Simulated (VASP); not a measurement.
# TaN (P-6m2) in VASP: further runs, part 2 of 2

VASP 6.6.1. Earlier steps stand in the parts before.

## Step 5: Single point, PBEsol

This run uses another cell than the first one, of 9.48 Å³/atom, 1.013 times its volume.

INCAR

```
SYSTEM = TaN
ALGO = Normal ; EDIFF = 1E-6
ENCUT = 520 ; GGA = PS
ISIF = 2 ; ISMEAR = 0
LASPH = .True. ; LCHARG = .False.
LREAL = .False. ; LWAVE = .False.
NBANDS = 15 ; NELM = 60
PREC = Accurate ; SIGMA = 0.15
```

KPOINTS

```
k-points
0
Gamma
  18 18 16
  0 0 0
```

POSCAR

```
TaN
1.0
    2.8144000000      0.0000000000      0.0000000000
   -1.4072000000      2.4373418964      0.0000000000
    0.0000000000      0.0000000000      2.7631000000
Ta N
1 1
Direct
    0.3333333333      0.6666666667      0.5000000000
    0.0000000000      0.0000000000      0.0000000000
```

Potentials or basis: VASP PAW PBE potentials, release 64 (Ta_pv, N).

Command:

```bash
$ cat potpaw_PBE.64/Ta_pv/POTCAR potpaw_PBE.64/N/POTCAR > POTCAR
$ mpirun -np 1 vasp_std > vasp.out
```

OUTCAR:

```text
SYSTEM = TaN
   EDIFF = 1E-6
   ENCUT = 520
   GGA = PS
   ISIF = 2
   ISMEAR = 0
   LASPH = .True.
   LREAL = .False.
   NELM = 60
   PREC = Accurate

 ion  position               nearest neighbor table
   1  0.333  0.667  0.500-   2 2.13   2 2.13   2 2.13   2 2.13   2 2.13   2 2.13
   2  0.000  0.000  0.000-   1 2.13   1 2.13   1 2.13   1 2.13   1 2.13   1 2.13

  LATTYP: Found a hexagonal cell.
 ALAT       =     2.8144000000
 C/A-ratio  =     0.9817723138

  Lattice vectors:

 A1 = (   2.8144000000,   0.0000000000,   0.0000000000)
 A2 = (  -1.4072000000,   2.4373418964,   0.0000000000)
 A3 = (   0.0000000000,   0.0000000000,   2.7631000000)

Analysis of symmetry for initial positions (statically):
=====================================================================
 Subroutine PRICEL returns:
 Original cell was already a primitive cell.

 Routine SETGRP: Setting up the symmetry group for a
 hexagonal supercell.

 Subroutine GETGRP returns: Found 12 space group operations
 (whereof 12 operations were pure point group operations)
 out of a pool of 24 trial point group operations.

The static configuration has the point symmetry D_3h.

Analysis of symmetry for dynamics (positions and initial velocities):
=====================================================================
 Subroutine PRICEL returns:
 Original cell was already a primitive cell.

 Routine SETGRP: Setting up the symmetry group for a
 hexagonal supercell.

 Subroutine GETGRP returns: Found 12 space group operations
 (whereof 12 operations were pure point group operations)
 out of a pool of 24 trial point group operations.

The dynamic configuration has the point symmetry D_3h.

 Subroutine INISYM returns: Found 12 space group operations
 (whereof 12 operations are pure point group operations),
 and found     1 'primitive' translations

----------------------------------------------------------------------------------------

[... 116 lines left out ...]
   LORBIT       =      0    0 simple, 1 ext, 2 COOP (PROOUT), +10 PAW based schemes
   GGA     = PS    functional components
   LHFCALC =     F    Hartree Fock is set to
   AEXX    =    0.0000 exact exchange contribution
   IVDW    =     0    specifies the selected vdW correction
   LEPSILON=     F    determine dielectric tensor
   LRPA    =     F    only Hartree local field effects (RPA)
 non-spin polarized calculation
 Gauss-broadening in eV      SIGMA  =   0.15
  energy-cutoff  :      520.00
  volume of cell :       18.95
 maximum number of plane-waves:       527
 NGX is ok and might be reduce to    24
   NGX = 11   NGY = 11   NGZ = 11

 number of electron      16.0000001 magnetization

 Free energy of the ion-electron system (eV)
  ---------------------------------------------------
  ext. energy  EPLUGINS =         0.00000000
  ---------------------------------------------------
  free energy    TOTEN  =       -23.44041359 eV

  energy without entropy =      -23.43940153  energy(sigma->0) =      -23.43990756

 E-fermi :   9.4663     XC(G=0): -14.2194

 val. band max:        9.4611499515   @ k =   0.0556  -0.0000   0.5000
 cond. band min:       9.4721723750   @ k =   0.5000  -0.0000   0.5000
 fundamental gap:      0.0110224234
 Fermi energy:         9.4662851866

 k-point     1 :       0.0000    0.0000    0.0000
  band No.  band energies     occupation
      1     -24.9245      2.00000
      2     -24.5744      2.00000
      3     -24.5744      2.00000
      4      -9.2416      2.00000
      5       4.3321      2.00000
      6       4.3321      2.00000
      7       4.6118      2.00000
      8       6.4568      2.00000
      9      12.6976      0.00000
     10      13.7166      0.00000
     11      13.7166      0.00000
     12      14.2510      0.00000
     13      14.2510      0.00000
     14      23.2476      0.00000
[... 401 lines left out ...]
      2     -25.0510      2.00000
      3     -24.6866      2.00000
      4      -6.3484      2.00000
      5       0.6662      2.00000
      6       3.6900      2.00000
      7       4.8017      2.00000
      8       6.8948      2.00000
      9      12.1282      0.00000
     10      13.1150      0.00000
     11      14.9875      0.00000
     12      16.5543      0.00000
     13      19.6178      0.00000
     14      23.1771      0.00000
     15      23.6376      0.00000

 [... further k-points ...]
[... 5 lines left out ...]
  --------------------------------------------------------------------------------------
  -------------------------------------------------------------------------------------
  Total        6.2362771      6.2362771      7.0124802      0.0000000      0.0000000      0.0000000
  in kB      527.1535185    527.1535185    592.7660926      0.0000000      0.0000000      0.0000000
  external PRESSURE =     549.0243766 kB  Pullay stress =       0.0000000 kB

 VOLUME and BASIS-vectors are now :
 -----------------------------------------------------------------------------
  energy-cutoff  :      520.00
  volume of cell :       18.95
      direct lattice vectors                 reciprocal lattice vectors
     2.814400000  0.000000000  0.000000000     0.355315520  0.205141511  0.000000000
    -1.407200000  2.437341896  0.000000000     0.000000000  0.410283022  0.000000000
     0.000000000  0.000000000  2.763100000     0.000000000  0.000000000  0.361912345

 POSITION                                       TOTAL-FORCE (eV/Angst)
 -----------------------------------------------------------------------------------
     -0.00000      1.62489      1.38155         0.000000      0.000000      0.000000
      0.00000      0.00000      0.00000        -0.000000     -0.000000      0.000000
 -----------------------------------------------------------------------------------
    total drift:                                0.000000     -0.000000     -0.000000

  FREE ENERGIE OF THE ION-ELECTRON SYSTEM (eV)
  ---------------------------------------------------
  free  energy   TOTEN  =       -23.4404135940 eV

  energy  without entropy=      -23.4394015317  energy(sigma->0) =      -23.43990756
```

OSZICAR:

```text
N       E                     dE             d eps       ncg     rms          rms(c)
DAV:   1     0.915588959100E+02    0.91559E+02   -0.87894E+03 10006   0.116E+03
DAV:   2    -0.229262367169E+02   -0.11449E+03   -0.10789E+03 12069   0.315E+02
DAV:   3    -0.257085905331E+02   -0.27824E+01   -0.27714E+01 11684   0.457E+01
DAV:   4    -0.257178667680E+02   -0.92762E-02   -0.92737E-02 12881   0.290E+00
DAV:   5    -0.257179080684E+02   -0.41300E-04   -0.41299E-04 11684   0.181E-01    0.309E+01
DAV:   6    -0.235119823861E+02    0.22059E+01   -0.33702E+00 12435   0.226E+01    0.138E+01
DAV:   7    -0.234706914160E+02    0.41291E-01   -0.46425E-01 10263   0.548E+00    0.864E+00
DAV:   8    -0.234457065960E+02    0.24985E-01   -0.76132E-02 12370   0.235E+00    0.165E+00
DAV:   9    -0.234404583769E+02    0.52482E-02   -0.97195E-03 11313   0.841E-01    0.148E-01
DAV:  10    -0.234404637534E+02   -0.53764E-05   -0.76698E-04 11936   0.332E-01    0.792E-02
DAV:  11    -0.234404134691E+02    0.50284E-04   -0.70324E-05 11880   0.954E-02    0.952E-03
DAV:  12    -0.234404135940E+02   -0.12492E-06   -0.78289E-06 10424   0.271E-02
   1 F= -.23440414E+02 E0= -.23439908E+02  d E =-.101206E-02
```

stdout:

```text
POSCAR found type information on POSCAR TaN
 POSCAR found :  2 types and       2 ions
 scaLAPACK will be used
 -----------------------------------------------------------------------------
|                                                                             |
|                                                                             |
|     You enforced a specific xc type in the INCAR file but a different       |
|     I HOPE YOU KNOW WHAT YOU ARE DOING!                                     |
|                                                                             |
 -----------------------------------------------------------------------------

 LDA part: xc-table for (Slater+PW92), standard interpolation
 POSCAR, INCAR and KPOINTS ok, starting setup
 FFT: planning ... GRIDC
 FFT: planning ... GRID_SOFT
 FFT: planning ... GRID
 WAVECAR not read
 entering main loop
```

It took 56 s on 1 thread of Intel Xeon Platinum 8259CL at 2.50GHz (Skylake/Cascade Lake), shared host; peak memory 0.22 GiB.

What came out:

```yaml
Free_energy: -23.4404 eV
Pressure: 54.9 GPa
Band_gap_on_the_k_mesh: zero (band 8 reaches 9.83 eV, above the bottom of band 9 at 9.33 eV)
```

Stress tensor (GPa, compression positive):
```
52.72  0.00  0.00
 0.00 52.72  0.00
 0.00  0.00 59.28
```

Levels at points of the mesh, in eV from the Fermi level:
```tsv
k point	band 5	band 6	band 7	band 8	band 9	band 10	band 11	band 12
(0.00, 0.00, 0.00)	-5.13	-5.13	-4.85	-3.01	3.23	4.25	4.25	4.78
(0.50, 0.00, 0.00)	-9.00	-5.85	-4.05	-3.35	3.54	4.88	6.00	6.33
(0.00, 0.00, 0.50)	-10.16	-4.19	-4.19	-0.13	-0.13	2.85	3.71	3.71
(0.50, 0.00, 0.50)	-8.08	-6.65	-6.44	0.01	5.15	6.45	7.33	8.40
```

Caveat: the PAW data sets were made with another functional, which shifts forces and pressure a little; spin-orbit coupling is left out, which moves the levels of the heavy elements.

## Step 6: Single point, PBEsol

This run uses another cell than the first one, of 9.59 Å³/atom, 1.026 times its volume.

Edit INCAR of step 5 so:

```diff
@@ -6,3 +6,3 @@
 LREAL = .False. ; LWAVE = .False.
-NBANDS = 15 ; NELM = 60
+NBANDS = 15 ; NELM = 80
 PREC = Accurate ; SIGMA = 0.15
```

KPOINTS is that of step 5.

POSCAR

```
TaN
1.0
    2.7778000000      0.0000000000      0.0000000000
   -1.3889000000      2.4056453666      0.0000000000
    0.0000000000      0.0000000000      2.8707423432
Ta N
1 1
Direct
    0.3333333333      0.6666666667      0.5000000000
    0.0000000000      0.0000000000      0.0000000000
```

Potentials or basis: VASP PAW PBE potentials, release 64 (Ta_pv, N).

Command:

```bash
$ cat potpaw_PBE.64/Ta_pv/POTCAR potpaw_PBE.64/N/POTCAR > POTCAR
$ mpirun -np 1 vasp_std > vasp.out
```

OUTCAR:

```text
SYSTEM = TaN
   EDIFF = 1E-6
   ENCUT = 520
   GGA = PS
   ISIF = 2
   ISMEAR = 0
   LASPH = .True.
   LREAL = .False.
   NELM = 80
   PREC = Accurate

 ion  position               nearest neighbor table
   1  0.333  0.667  0.500-   2 2.15   2 2.15   2 2.15   2 2.15   2 2.15   2 2.15
   2  0.000  0.000  0.000-   1 2.15   1 2.15   1 2.15   1 2.15   1 2.15   1 2.15

  LATTYP: Found a hexagonal cell.
 ALAT       =     2.7778000000
 C/A-ratio  =     1.0334589759

  Lattice vectors:

 A1 = (   2.7778000000,   0.0000000000,   0.0000000000)
 A2 = (  -1.3889000000,   2.4056453666,   0.0000000000)
 A3 = (   0.0000000000,   0.0000000000,   2.8707423432)

Analysis of symmetry for initial positions (statically):
=====================================================================
 Subroutine PRICEL returns:
 Original cell was already a primitive cell.

 Routine SETGRP: Setting up the symmetry group for a
 hexagonal supercell.

 Subroutine GETGRP returns: Found 12 space group operations
 (whereof 12 operations were pure point group operations)
 out of a pool of 24 trial point group operations.

The static configuration has the point symmetry D_3h.

[... 168 lines left out ...]
 k-point     1 :       0.0000    0.0000    0.0000
  band No.  band energies     occupation
      1     -25.2811      2.00000
      2     -24.6883      2.00000
      3     -24.6883      2.00000
      4      -9.2342      2.00000
      5       4.3764      2.00000
      6       4.7089      2.00000
      7       4.7089      2.00000
      8       6.0216      2.00000
      9      12.9760      0.00000
     10      13.1720      0.00000
     11      13.1720      0.00000
     12      13.9398      0.00000
     13      13.9398      0.00000
     14      22.9976      0.00000
[... 401 lines left out ...]
      2     -25.2049      2.00000
      3     -25.0078      2.00000
      4      -6.2679      2.00000
      5       0.6706      2.00000
      6       3.1571      2.00000
      7       4.8053      2.00000
      8       6.8862      2.00000
      9      11.5609      0.00000
     10      13.1593      0.00000
     11      15.0713      0.00000
     12      16.1268      0.00000
     13      19.4359      0.00000
     14      22.9836      0.00000
     15      23.4871      0.00000

 [... further k-points ...]
[... 5 lines left out ...]
  --------------------------------------------------------------------------------------
  -------------------------------------------------------------------------------------
  Total        6.9535435      6.9535435      2.8153528     -0.0000000      0.0000000      0.0000000
  in kB      580.7509946    580.7509945    235.1346440     -0.0000000      0.0000000      0.0000000
  external PRESSURE =     465.5455444 kB  Pullay stress =       0.0000000 kB

 VOLUME and BASIS-vectors are now :
 -----------------------------------------------------------------------------
  energy-cutoff  :      520.00
  volume of cell :       19.18
      direct lattice vectors                 reciprocal lattice vectors
     2.777800000  0.000000000  0.000000000     0.359997120  0.207844434  0.000000000
    -1.388900000  2.405645367  0.000000000     0.000000000  0.415688868  0.000000000
     0.000000000  0.000000000  2.870742343     0.000000000  0.000000000  0.348341955

 POSITION                                       TOTAL-FORCE (eV/Angst)
 -----------------------------------------------------------------------------------
     -0.00000      1.60376      1.43537         0.000000      0.000000      0.000000
      0.00000      0.00000      0.00000        -0.000000      0.000000      0.000000
 -----------------------------------------------------------------------------------
    total drift:                                0.000000     -0.000000     -0.000000

  FREE ENERGIE OF THE ION-ELECTRON SYSTEM (eV)
  ---------------------------------------------------
  free  energy   TOTEN  =       -23.4548229740 eV

  energy  without entropy=      -23.4541818390  energy(sigma->0) =      -23.45450241
```

OSZICAR:

```text
N       E                     dE             d eps       ncg     rms          rms(c)
DAV:   1     0.913391731820E+02    0.91339E+02   -0.88306E+03  9997   0.116E+03
DAV:   2    -0.229938421198E+02   -0.11433E+03   -0.10770E+03 11978   0.313E+02
DAV:   3    -0.257163960713E+02   -0.27226E+01   -0.27114E+01 11950   0.454E+01
DAV:   4    -0.257259364525E+02   -0.95404E-02   -0.95383E-02 12671   0.292E+00
DAV:   5    -0.257259776810E+02   -0.41229E-04   -0.41225E-04 11838   0.181E-01    0.297E+01
DAV:   6    -0.235427523733E+02    0.21832E+01   -0.34183E+00 12316   0.225E+01    0.132E+01
DAV:   7    -0.234868867230E+02    0.55866E-01   -0.45487E-01 10417   0.561E+00    0.843E+00
DAV:   8    -0.234593682873E+02    0.27518E-01   -0.80407E-02 12531   0.251E+00    0.149E+00
DAV:   9    -0.234548976854E+02    0.44706E-02   -0.86396E-03 11460   0.805E-01    0.177E-01
DAV:  10    -0.234548626706E+02    0.35015E-04   -0.68690E-04 12111   0.317E-01    0.746E-02
DAV:  11    -0.234548230367E+02    0.39634E-04   -0.50342E-05 12055   0.837E-02    0.799E-03
DAV:  12    -0.234548229740E+02    0.62686E-07   -0.60410E-06 10417   0.236E-02
   1 F= -.23454823E+02 E0= -.23454502E+02  d E =-.641135E-03
```

It took 51 s on 1 thread of Intel Xeon Platinum 8259CL at 2.50GHz (Skylake/Cascade Lake), shared host; peak memory 0.22 GiB.

What came out:

* Free energy: -23.4548 eV
* Pressure: 46.6 GPa
* Band gap on the k mesh: zero (band 8 reaches 9.63 eV, above the bottom of band 9 at 9.13 eV)

Levels at points of the mesh, in eV from the Fermi level:
| k point | band 6 | band 7 | band 8 | band 9 | band 10 | band 11 |
| --- | --- | --- | --- | --- | --- | --- |
| (0.00, 0.00, 0.00) | -4.56 | -4.56 | -3.25 | 3.71 | 3.90 | 3.90 |
| (0.50, 0.00, 0.00) | -6.20 | -4.03 | -3.00 | 3.31 | 5.35 | 5.62 |
| (0.00, 0.00, 0.50) | -3.60 | -3.60 | -0.14 | -0.14 | 2.00 | 4.13 |
| (0.50, 0.00, 0.50) | -6.64 | -5.90 | -0.18 | 5.06 | 6.68 | 6.77 |

Caveat: the PAW data sets were made with another functional, which shifts forces and pressure a little; spin-orbit coupling is left out, which moves the levels of the heavy elements.

## Step 7: Summary

| cell | gap on the mesh (eV) | pressure (GPa) |
| --- | --- | --- |
| a = 2.778, b = 2.778, c = 2.799 Å, angles 90.0, 90.0, 120.0°, 2 atoms | none | 62.0 |
| a = 2.814, b = 2.814, c = 2.727 Å, angles 90.0, 90.0, 120.0°, 2 atoms | none | 63.4 |
| a = 2.778, b = 2.778, c = 2.835 Å, angles 90.0, 90.0, 120.0°, 2 atoms | none | 54.0 |
| a = 2.814, b = 2.814, c = 2.763 Å, angles 90.0, 90.0, 120.0°, 2 atoms | none | 54.9 |
| a = 2.778, b = 2.778, c = 2.871 Å, angles 90.0, 90.0, 120.0°, 2 atoms | none | 46.6 |

Alike in all rows: task single point; level PBEsol; potentials or basis VASP PAW PBE potentials, release 64 (Ta_pv, N); no spin polarisation; k mesh 18 × 18 × 16; cutoff (eV) 520; smearing gaussian 0.15 eV.

Caveats: the PAW data sets were made with another functional, which shifts forces and pressure a little; spin-orbit coupling is left out, which moves the levels of the heavy elements.

Total energies depend on the potentials used, so only differences within one code and one set of settings carry meaning.
